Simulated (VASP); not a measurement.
Al2Pt: single point with PBEsol

The system is Al2Pt.

```xyz
3
Lattice="0.0000 2.8570 2.8570 2.8570 0.0000 2.8570 2.8570 2.8570 0.0000" Properties=species:S:1:pos:R:3 pbc="T T T"
Al    1.4285    1.4285    1.4285
Al    4.2855    4.2855    4.2855
Pt    0.0000    0.0000    0.0000
```

This cell differs from its parent crystal: volume scaled by 0.91.

```yaml
Program: VASP 6.6.1
Task: single point
Functional: PBEsol
Potentials_or_basis: VASP PAW PBE potentials, release 64 (Al, Pt)
Cutoff: 520 eV
k_mesh: 12 × 12 × 12
Occupations: gaussian, width 0.1 eV
Spin: no spin polarisation
Dipole_correction: no
Further_INCAR_settings: ALGO = Fast; EDIFF = 1e-06; NBANDS = 15
```

- Pressure: 16.1 GPa
- Band gap on the k mesh: zero (band 8 reaches 12.90 eV, above the bottom of band 9 at 7.24 eV)

Levels at points of the mesh, in eV from the Fermi level:
| k point | band 6 | band 7 | band 8 | band 9 | band 10 | band 11 |
| --- | --- | --- | --- | --- | --- | --- |
| (0.00, 0.00, 0.00) | -4.17 | 3.76 | 3.84 | 3.84 | 3.84 | 6.00 |
| (0.50, 0.00, 0.00) | -3.90 | -3.90 | 1.00 | 1.00 | 3.90 | 5.58 |
| (0.50, 0.50, 0.00) | -3.78 | -3.57 | -1.83 | -1.83 | 3.45 | 3.87 |

It took 32 s on 1 thread of AMD EPYC 9R45 (Zen 5), with other jobs on the host, peak memory 0.16 GiB.

Caveat: the PAW data sets were made with another functional, which shifts forces and pressure a little; spin-orbit coupling is left out, which moves the levels of the heavy elements.
